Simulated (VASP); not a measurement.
Here is a VASP 6.6.1 calculation.

File INCAR:

```
ALGO     = Normal         # electronic algorithm
EDIFF    = 1E-7           # SCF threshold, eV
ENCUT    = 520            # plane-wave cutoff, eV
GGA      = CA             # functional
ISIF     = 2              # what is computed and relaxed
ISMEAR   = 0              # smearing method
LASPH    = True           # aspherical terms in the spheres
LCHARG   = False          # write CHGCAR
LREAL    = False          # projectors in reciprocal space
LWAVE    = False          # write WAVECAR
NBANDS   = 33             # bands
NELM     = 100            # most SCF steps
PREC     = Accurate       # precision mode
SIGMA    = 0.1            # smearing width, eV
```

File KPOINTS:

```
k-points
0
Gamma
  10 10 10
```

Contents of POSCAR:

```
LaTl3
1.0
    4.7384608403      0.0000000000      0.0000000000
    0.0000000000      4.7384608403      0.0000000000
    0.0000000000      0.0000000000      4.7384608403
La Tl
1 3
Direct
    0.0000000000      0.0000000000      0.0000000000
    0.0000000000      0.5000000000      0.5000000000
    0.5000000000      0.0000000000      0.5000000000
    0.5000000000      0.5000000000      0.0000000000
```

Potentials or basis: VASP PAW LDA potentials, release 64 (La, Tl_d).

The run is started by

```bash
$ cat potpaw_LDA.64/La/POTCAR potpaw_LDA.64/Tl_d/POTCAR > POTCAR
$ mpirun -np 1 vasp_std > vasp.out
```

(1) What does it give for the pressure?

(2) Predict the band gap on the k mesh.

Results:

(1) 0.0 GPa.

(2) zero (bands 25 and 26 overlap by 1.58 eV).

Caveat: spin-orbit coupling is left out, which moves the levels of the heavy elements.
